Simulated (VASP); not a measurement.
A run of VASP 6.6.1:

The input INCAR:

```
PREC = Accurate
ENCUT = 520
EDIFF = 1E-6
ISMEAR = 0
SIGMA = 0.1
LREAL = F
LASPH = T
NELM = 60
ALGO = Normal
ISIF = 2
LWAVE = F
LCHARG = F
GGA = PE
NBANDS = 26
```

The input KPOINTS:

```
Automatic mesh
0
Gamma
  4 4 2
```

File POSCAR:

```
Te2As
1.0
    4.2321273973      0.0000000000      0.0000000000
    0.0000000000      4.2321273973      0.0000000000
    0.0000000000      0.0000000000      9.8609745681
Te As
4 2
Direct
    0.5000000000      0.0000000000      0.6445149952
    0.0000000000      0.5000000000      0.3554850048
    0.5000000000      0.0000000000      0.0307563689
    0.0000000000      0.5000000000      0.9692436311
    0.5000000000      0.0000000000      0.3597621070
    0.0000000000      0.5000000000      0.6402378930
```

Potentials or basis: VASP PAW PBE potentials, release 64 (Te, As).

The run is started by

```sh
$ cat potpaw_PBE.64/Te/POTCAR potpaw_PBE.64/As/POTCAR > POTCAR
$ mpirun -np 1 vasp_std > vasp.out
```

Hardware: 1 thread of AMD EPYC 9R45 96-Core Processor (Zen 5), on a shared host.

Problem. How long does it take, and how much memory?

Solution. Run time: 25 s on 1 thread of AMD EPYC 9R45 96-Core Processor (Zen 5), with other jobs on the host, peak memory 0.24 GiB. Counts: scf iterations 13, k points 12.
